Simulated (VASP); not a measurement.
# LiF (P6_3mc) in VASP: notebook, part 2 of 2

VASP 6.6.1. Earlier steps stand in the parts before.

**3. Single point, LDA (8.67 Å³/atom)**

File INCAR:

```
SYSTEM = LiF
PREC = Accurate
ENCUT = 520
EDIFF = 1E-6
ISMEAR = 0
SIGMA = 0.05
LREAL = .False.
LASPH = .True.
NELM = 80
ALGO = Normal
ISIF = 2
LWAVE = .False.
LCHARG = .True.
LELF = .True.
LVHAR = .True.
NBANDS = 18
```

File KPOINTS:

```
regular mesh
0
Gamma
  9 9 6
  0 0 0
```

File POSCAR:

```
LiF
1.0
    3.0120844973      0.0000000000      0.0000000000
   -1.5060422487      2.6085416930      0.0000000000
    0.0000000000      0.0000000000      4.4133062055
Li F
2 2
Direct
    0.3333333333      0.6666666667      0.3839784076
    0.6666666667      0.3333333333      0.8839784076
    0.3333333333      0.6666666667      0.9910195924
    0.6666666667      0.3333333333      0.4910195924
```

Potentials or basis: VASP PAW LDA potentials, release 64 (Li_sv, F).

Run with:

```bash
$ cat potpaw_LDA.64/Li_sv/POTCAR potpaw_LDA.64/F/POTCAR > POTCAR
$ mpirun -np 1 vasp_std > vasp.out
```

OUTCAR:

```text
SYSTEM = LiF
   PREC = Accurate
   ENCUT = 520
   EDIFF = 1E-6
   ISMEAR = 0
   LREAL = .False.
   LASPH = .True.
   NELM = 80
   ISIF = 2

 ion  position               nearest neighbor table
   1  0.333  0.667  0.384-   3 1.73   4 1.80   4 1.80   4 1.80
   2  0.667  0.333  0.884-   4 1.73   3 1.80   3 1.80   3 1.80
   3  0.333  0.667  0.991-   1 1.73   2 1.80   2 1.80   2 1.80
   4  0.667  0.333  0.491-   2 1.73   1 1.80   1 1.80   1 1.80

  LATTYP: Found a hexagonal cell.
 ALAT       =     3.0120844973
 C/A-ratio  =     1.4652000000

  Lattice vectors:

 A1 = (   3.0120844973,   0.0000000000,   0.0000000000)
 A2 = (  -1.5060422487,   2.6085416930,   0.0000000000)
 A3 = (   0.0000000000,   0.0000000000,   4.4133062055)

Analysis of symmetry for initial positions (statically):
=====================================================================
 Subroutine PRICEL returns:
 Original cell was already a primitive cell.

 Routine SETGRP: Setting up the symmetry group for a
 hexagonal supercell.

 Subroutine GETGRP returns: Found 12 space group operations
 (whereof  6 operations were pure point group operations)
 out of a pool of 24 trial point group operations.

The static configuration has the point symmetry C_3v.
 The point group associated with its full space group is C_6v.

Analysis of symmetry for dynamics (positions and initial velocities):
=====================================================================
 Subroutine PRICEL returns:
 Original cell was already a primitive cell.

 Routine SETGRP: Setting up the symmetry group for a
 hexagonal supercell.

 Subroutine GETGRP returns: Found 12 space group operations
 (whereof  6 operations were pure point group operations)
 out of a pool of 24 trial point group operations.

The dynamic configuration has the point symmetry C_3v.
 The point group associated with its full space group is C_6v.

 Subroutine INISYM returns: Found 12 space group operations
 (whereof  6 operations are pure point group operations),
 and found     1 'primitive' translations
[... 121 lines left out ...]
  Fermi-wavevector in a.u.,A,eV,Ry     =   1.362726  2.575178 25.266315  1.857022
  Thomas-Fermi vector in A             =   2.489191
   LORBIT       =      0    0 simple, 1 ext, 2 COOP (PROOUT), +10 PAW based schemes
   GGA     = CA    functional components
   LHFCALC =     F    Hartree Fock is set to
   AEXX    =    0.0000 exact exchange contribution
   IVDW    =     0    specifies the selected vdW correction
   LEPSILON=     F    determine dielectric tensor
   LRPA    =     F    only Hartree local field effects (RPA)
 non-spin polarized calculation
 Gauss-broadening in eV      SIGMA  =   0.05
  energy-cutoff  :      520.00
  volume of cell :       34.68
 maximum number of plane-waves:       952
 NGX is ok and might be reduce to    24
   NGX = 11   NGY = 11   NGZ = 17

 number of electron      20.0000025 magnetization

 Free energy of the ion-electron system (eV)
  ---------------------------------------------------
  ext. energy  EPLUGINS =         0.00000000
  ---------------------------------------------------
  free energy    TOTEN  =       -20.75184690 eV

  energy without entropy =      -20.75184690  energy(sigma->0) =      -20.75184690

 E-fermi :  -1.6491     XC(G=0): -10.1814

 val. band max:       -1.9633683421   @ k =   0.0000   0.0000   0.0000
 cond. band min:       6.1726729942   @ k =   0.0000   0.0000   0.0000
 fundamental gap:      8.1360413363
 Fermi energy:        -1.6491269923

 k-point     1 :       0.0000    0.0000    0.0000
  band No.  band energies     occupation
      1     -41.0958      2.00000
      2     -40.9917      2.00000
      3     -21.3270      2.00000
      4     -20.9495      2.00000
      5      -4.7753      2.00000
      6      -2.7915      2.00000
[... 481 lines left out ...]
      5      -4.6318      2.00000
      6      -3.5971      2.00000
[... 10 lines left out ...]
     17      17.4423      0.00000
     18      20.3306      0.00000

 [... further k-points ...]

------------------------ aborting loop because EDIFF is reached ----------------------------------------

  FORCE on cell =-STRESS in cart. coord.  units (eV):
  Direction    XX          YY          ZZ          XY          YZ          ZX
  --------------------------------------------------------------------------------------
  -------------------------------------------------------------------------------------
  Total        0.5897636      0.5897636      1.9581945     -0.0000000     -0.0000000      0.0000000
  in kB       27.2495628     27.2495628     90.4768379     -0.0000000     -0.0000000      0.0000000
  external PRESSURE =      48.3253212 kB  Pullay stress =       0.0000000 kB

 VOLUME and BASIS-vectors are now :
 -----------------------------------------------------------------------------
  energy-cutoff  :      520.00
  volume of cell :       34.68
      direct lattice vectors                 reciprocal lattice vectors
     3.012084497  0.000000000  0.000000000     0.331995998  0.191677979  0.000000000
    -1.506042249  2.608541693  0.000000000     0.000000000  0.383355958  0.000000000
     0.000000000  0.000000000  4.413306205     0.000000000  0.000000000  0.226587496

 POSITION                                       TOTAL-FORCE (eV/Angst)
 -----------------------------------------------------------------------------------
     -0.00000      1.73903      1.69461         0.000000     -0.000000      0.362406
      1.50604      0.86951      3.90127        -0.000000      0.000000      0.362406
     -0.00000      1.73903      4.37367         0.000000     -0.000000     -0.362406
      1.50604      0.86951      2.16702        -0.000000      0.000000     -0.362406
 -----------------------------------------------------------------------------------
    total drift:                                0.000000     -0.000000      0.001802

  FREE ENERGIE OF THE ION-ELECTRON SYSTEM (eV)
  ---------------------------------------------------
  free  energy   TOTEN  =       -20.7518469042 eV

  energy  without entropy=      -20.7518469042  energy(sigma->0) =      -20.75184690
```

stdout:

```text
POSCAR found type information on POSCAR LiF
 POSCAR found :  2 types and       4 ions
 scaLAPACK will be used
 LDA part: xc-table for (Slater(with rela. corr.)+CA(PZ))
 , standard interpolation
 POSCAR, INCAR and KPOINTS ok, starting setup
 FFT: planning ... GRIDC
 FFT: planning ... GRID_SOFT
 FFT: planning ... GRID
 WAVECAR not read
 entering main loop
```

Wall time 36 s (1 thread of Intel Xeon 8259CL, shared host); peak memory 0.15 GiB.

What came out:

```yaml
Free_energy: -20.7518 eV
Largest_force: 0.362 eV/Å
Band_gap_on_the_k_mesh: 8.14 eV
```

Forces in eV/Å, atoms in the order of the input:
```
Li   0.000  0.000  0.362
Li   0.000  0.000  0.362
F    0.000  0.000 -0.362
F    0.000  0.000 -0.362
```

Caveat: the cutoff is under 1.25 times the usual one of these potentials, so pressure, stress and relaxed cells hold a basis-set (Pulay) error; an odd mesh through Γ misses points on the zone boundary, where band edges can lie.

**4. Single point, LDA (8.67 Å³/atom)**

File INCAR:

```
SYSTEM = LiF
PREC = Accurate
ENCUT = 520
EDIFF = 1E-7
ISMEAR = 0
SIGMA = 0.05
LREAL = .False.
LASPH = .True.
NELM = 80
ALGO = Normal
ISIF = 2
LWAVE = .False.
LCHARG = .False.
GGA = CA
NBANDS = 18
```

KPOINTS is that of step 3.

File POSCAR:

```
LiF
1.0
    2.8702616260      0.0000000000      0.0000000000
   -1.4351308130      2.4857194837      0.0000000000
    0.0000000000      0.0000000000      4.8602140114
Li F
2 2
Direct
    0.3333333333      0.6666666667      0.3839784076
    0.6666666667      0.3333333333      0.8839784076
    0.3333333333      0.6666666667      0.9910195924
    0.6666666667      0.3333333333      0.4910195924
```

Run with:

```bash
$ cat potpaw_LDA.64/Li_sv/POTCAR potpaw_LDA.64/F/POTCAR > POTCAR
$ mpirun -np 1 vasp_std > vasp.out
```

Wall time 36 s (1 thread of Intel Xeon 8259CL, shared host); peak memory 0.14 GiB.

Results (log left out):

```yaml
Free_energy: -20.6798 eV
Largest_force: 0.453 eV/Å
Band_gap_on_the_k_mesh: 8.31 eV
```

Forces in eV/Å, atoms in the order of the input:
```
Li   0.000  0.000 -0.453
Li   0.000  0.000 -0.453
F    0.000  0.000  0.453
F    0.000  0.000  0.453
```

Levels at points of the mesh, in eV from the valence-band top:
```tsv
k point	band 6	band 7	band 8	band 9	band 10	band 11	band 12	band 13	band 14	band 15
(0.00, 0.00, 0.00)	-0.35	-0.35	-0.06	-0.06	0.00	8.31	12.27	16.13	19.80	19.94
(0.00, 0.00, 0.50)	-1.40	-0.21	-0.21	-0.21	-0.21	10.01	10.01	17.89	17.89	20.26
```

Caveat: the cutoff is under 1.25 times the usual one of these potentials, so pressure, stress and relaxed cells hold a basis-set (Pulay) error; an odd mesh through Γ misses points on the zone boundary, where band edges can lie.

**5. Summary**

```csv
cell,gap on the mesh (eV),largest force (eV/Å)
"a = 2.964, b = 2.964, c = 4.557 Å, angles 90.0, 90.0, 120.0°, 4 atoms",8.20,0.02
"a = 3.012, b = 3.012, c = 4.413 Å, angles 90.0, 90.0, 120.0°, 4 atoms",8.14,0.36
"a = 2.870, b = 2.870, c = 4.860 Å, angles 90.0, 90.0, 120.0°, 4 atoms",8.31,0.45
```

Alike in all rows: task single point; level LDA; potentials or basis VASP PAW LDA potentials, release 64 (Li_sv, F); no spin polarisation; k mesh 9 × 9 × 6; cutoff (eV) 520; smearing gaussian 0.05 eV.

Caveats: the cutoff is under 1.25 times the usual one of these potentials, so pressure, stress and relaxed cells hold a basis-set (Pulay) error; an odd mesh through Γ misses points on the zone boundary, where band edges can lie.

Absolute energies hang on the potentials; compare differences alone.
